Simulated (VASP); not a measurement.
# MgO (P6_3mc) in VASP: further runs, part 2 of 2

VASP 6.6.1. The steps go on from the part before.

**4. Single point, PBEsol (all Mg atoms moved +0.025 Å, as atom 1 along Cartesian [0 0 1])**

The input, INCAR:

```
PREC = Accurate
ENCUT = 520
EDIFF = 1E-6
ISMEAR = 0
SIGMA = 0.05
LREAL = False
LASPH = True
NELM = 80
ALGO = Normal
ISIF = 2
LWAVE = False
LCHARG = False
GGA = PS
NBANDS = 16
```

The input, KPOINTS:

```
regular mesh
0
Gamma
  9 9 6
```

The input, POSCAR:

```
MgO
1.0
    3.3077869865      0.0000000000      0.0000000000
   -1.6538934933      2.8646275606      0.0000000000
    0.0000000000      0.0000000000      4.9828816700
Mg O
2 2
Direct
    0.3333333333      0.6666666667      0.0071769171
    0.6666666667      0.3333333333      0.5071769171
    0.3333333333      0.6666666667      0.4024402600
    0.6666666667      0.3333333333      0.9024402600
```

Potentials or basis: VASP PAW PBE potentials, release 64 (Mg, O).

Command:

```
> cat potpaw_PBE.64/Mg/POTCAR potpaw_PBE.64/O/POTCAR > POTCAR
> mpirun -np 1 vasp_std > vasp.out
```

OUTCAR:

```text
PREC = Accurate
   ENCUT = 520
   EDIFF = 1E-6
   ISMEAR = 0
   LREAL = False
   LASPH = True
   NELM = 80
   ISIF = 2
   GGA = PS

 ion  position               nearest neighbor table
   1  0.333  0.667  0.007-   3 1.97   4 1.98   4 1.98   4 1.98   2 3.14   2 3.14   2 3.14   2 3.14
                             2 3.14   2 3.14
   2  0.667  0.333  0.507-   4 1.97   3 1.98   3 1.98   3 1.98   1 3.14   1 3.14   1 3.14   1 3.14
                             1 3.14   1 3.14
   3  0.333  0.667  0.402-   1 1.97   2 1.98   2 1.98   2 1.98
   4  0.667  0.333  0.902-   2 1.97   1 1.98   1 1.98   1 1.98

  LATTYP: Found a hexagonal cell.
 ALAT       =     3.3077869865
 C/A-ratio  =     1.5064094787

  Lattice vectors:

 A1 = (   3.3077869865,   0.0000000000,   0.0000000000)
 A2 = (  -1.6538934933,   2.8646275606,   0.0000000000)
 A3 = (   0.0000000000,   0.0000000000,   4.9828816700)

Analysis of symmetry for initial positions (statically):
=====================================================================
 Subroutine PRICEL returns:
 Original cell was already a primitive cell.

[... 179 lines left out ...]
 cond. band min:       4.3755521179   @ k =   0.0000   0.0000   0.0000
 fundamental gap:      3.3803345038
 Fermi energy:         1.2914363535

 k-point     1 :       0.0000    0.0000    0.0000
  band No.  band energies     occupation
      1     -15.1680      2.00000
      2     -14.3367      2.00000
      3      -2.3052      2.00000
      4       0.2509      2.00000
      5       0.2509      2.00000
      6       0.5918      2.00000
[... 433 lines left out ...]
      3      -1.7116      2.00000
      4      -1.2123      2.00000
      5      -1.2123      2.00000
      6      -0.4096      2.00000
[... 8 lines left out ...]
     15      14.3599      0.00000
     16      18.1936      0.00000

 [... further k-points ...]

------------------------ aborting loop because EDIFF is reached ----------------------------------------

  FORCE on cell =-STRESS in cart. coord.  units (eV):
  Direction    XX          YY          ZZ          XY          YZ          ZX
  --------------------------------------------------------------------------------------
  -------------------------------------------------------------------------------------
  Total       -0.1977728     -0.1977728      0.6235617      0.0000000      0.0000000      0.0000000
  in kB       -6.7110563     -6.7110563     21.1594177      0.0000000      0.0000000      0.0000000
  external PRESSURE =       2.5791017 kB  Pullay stress =       0.0000000 kB

 VOLUME and BASIS-vectors are now :
 -----------------------------------------------------------------------------
  energy-cutoff  :      520.00
  volume of cell :       47.22
      direct lattice vectors                 reciprocal lattice vectors
     3.307786987  0.000000000  0.000000000     0.302316928  0.174542760  0.000000000
    -1.653893493  2.864627561  0.000000000     0.000000000  0.349085519  0.000000000
     0.000000000  0.000000000  4.982881670     0.000000000  0.000000000  0.200687086

 POSITION                                       TOTAL-FORCE (eV/Angst)
 -----------------------------------------------------------------------------------
     -0.00000      1.90975      0.03576        -0.000000      0.000000     -0.167797
      1.65389      0.95488      2.52720         0.000000     -0.000000     -0.167797
     -0.00000      1.90975      2.00531        -0.000000      0.000000      0.167797
      1.65389      0.95488      4.49675        -0.000000      0.000000      0.167797
 -----------------------------------------------------------------------------------
    total drift:                               -0.000000     -0.000000      0.001664

  FREE ENERGIE OF THE ION-ELECTRON SYSTEM (eV)
  ---------------------------------------------------
  free  energy   TOTEN  =       -24.5463347153 eV

  energy  without entropy=      -24.5463347153  energy(sigma->0) =      -24.54633472
```

It took 37 s on 1 thread of Intel Xeon 8259CL, shared host; peak memory 0.19 GiB.

What came out:

| Item | Value |
| --- | --- |
| Free energy | -24.5463 eV |
| Pressure | 0.3 GPa |
| Largest force | 0.168 eV/Å |
| Band gap on the k mesh | 3.38 eV |

Forces in eV/Å, atoms in the order of the input:
```
Mg   0.000  0.000 -0.168
Mg   0.000  0.000 -0.168
O    0.000  0.000  0.168
O    0.000  0.000  0.168
```

Stress tensor (GPa, compression positive):
```
-0.67  0.00  0.00
 0.00 -0.67  0.00
 0.00  0.00  2.12
```

Levels at points of the mesh, in eV from the valence-band top:
| k point | band 4 | band 5 | band 6 | band 7 | band 8 | band 9 | band 10 | band 11 | band 12 | band 13 |
| --- | --- | --- | --- | --- | --- | --- | --- | --- | --- | --- |
| (0.00, 0.00, 0.00) | -0.74 | -0.74 | -0.40 | -0.40 | 0.00 | 3.38 | 8.39 | 10.24 | 13.97 | 13.97 |
| (0.00, 0.00, 0.50) | -2.04 | -0.58 | -0.58 | -0.58 | -0.58 | 5.89 | 5.89 | 13.13 | 13.13 | 14.47 |

Caveat: the cell differs from its parent crystal (all Mg atoms moved +0.025 Å, as atom 1 along Cartesian [0 0 1]); the PAW data sets were made with another functional, which shifts forces and pressure a little; an odd mesh through Γ misses points on the zone boundary, where band edges can lie.

**5. The runs side by side**

| cell | gap on the mesh (eV) | pressure (GPa) | largest force (eV/Å) |
| --- | --- | --- | --- |
| as given, atomic positions A | 3.45 | 0.9 | 0.62 |
| as given, atomic positions B | 3.27 | -0.1 | 0.28 |
| as given, atomic positions C | 3.38 | 0.3 | 0.17 |

Alike in all rows: task single point; level PBEsol; potentials or basis VASP PAW PBE potentials, release 64 (Mg, O); no spin polarisation; k mesh 9 × 9 × 6; cutoff (eV) 520; smearing gaussian 0.05 eV.

Caveats: the PAW data sets were made with another functional, which shifts forces and pressure a little; an odd mesh through Γ misses points on the zone boundary, where band edges can lie.

Absolute energies hang on the potentials; compare differences alone.
